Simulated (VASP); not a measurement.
SnO:

```
CELL_PARAMETERS angstrom
3.83825 0.00653 -0.00611
0.01305 7.60085 -0.00125
-0.00762 -0.00078 4.73901
ATOMIC_POSITIONS crystal
Sn 0.99586 0.25067 0.24599
Sn 0.49489 0.00214 0.75103
Sn 0.02370 0.76099 0.24692
Sn 0.52220 0.51810 0.76197
O 0.51793 0.25097 0.99220
O 0.99712 0.01057 0.00737
O 0.50114 0.76413 0.00730
O 0.01399 0.50798 0.99553
```

```yaml
Program: VASP 6.6.1
Task: relaxation of cell and atoms
Functional: PBEsol
Potentials_or_basis: VASP PAW PBE potentials, release 64 (Sn_d, O)
Cutoff: 600 eV
k_mesh: 4 × 2 × 4
Occupations: fermi-dirac, width 0.05 eV
Spin: no spin polarisation
```

At the start: pressure -0.7 GPa; volume 17.28 Å³/atom.

Problem. How do energy, volume and symmetry change on relaxing?

Solution. Over 21 steps the energy falls by 18.3 meV/atom and the volume is 16.95 Å³/atom (-1.9 %); space group P1 (No. 1, to 0.1 Å) before, P4/nmm (No. 129, to 0.1 Å).

Step by step:
```csv
step,energy change (eV),largest force (eV/Å),pressure (GPa),volume (Å³)
1,0.0000,0.7831,-0.72,138.26
2,-0.1005,0.3725,0.06,136.71
3,-0.1175,0.2875,0.73,135.74
4,-0.1307,0.2593,-0.90,137.06
5,-0.1312,0.2123,-0.65,136.85
6,-0.1404,0.0894,0.00,135.97
7,-0.1407,0.0966,0.12,135.80
8,-0.1431,0.0796,-0.03,135.91
9,-0.1443,0.0955,-0.24,136.03
10,-0.1455,0.0797,0.18,135.51
11,-0.1456,0.0773,0.16,135.54
12,-0.1462,0.0308,-0.02,135.63
13,-0.1462,0.0308,-0.02,135.63
14,-0.1464,0.0195,-0.01,135.59
15,-0.1465,0.0140,0.00,135.56
16,-0.1465,0.0177,0.01,135.55
17,-0.1466,0.0125,0.00,135.57
18,-0.1466,0.0111,-0.02,135.58
19,-0.1466,0.0106,0.04,135.53
20,-0.1466,0.0104,0.04,135.53
21,-0.1467,0.0058,-0.02,135.59
```

Final structure:
```
CELL_PARAMETERS angstrom
3.79711 0.00020 0.00002
0.00061 7.58660 -0.00084
-0.00001 -0.00046 4.70684
ATOMIC_POSITIONS crystal
Sn 0.00829 0.25821 0.24818
Sn 0.50829 0.00820 0.75385
Sn 0.00840 0.75821 0.24824
Sn 0.50840 0.50817 0.75392
O 0.50842 0.25819 0.00115
O 0.00832 0.00819 0.00078
O 0.50833 0.75815 0.00131
O 0.00840 0.50825 0.00087
```

Caveat: the k points lie up to 0.41 Å⁻¹ apart in the final cell; the PAW data sets were made with another functional, which shifts forces and pressure a little.
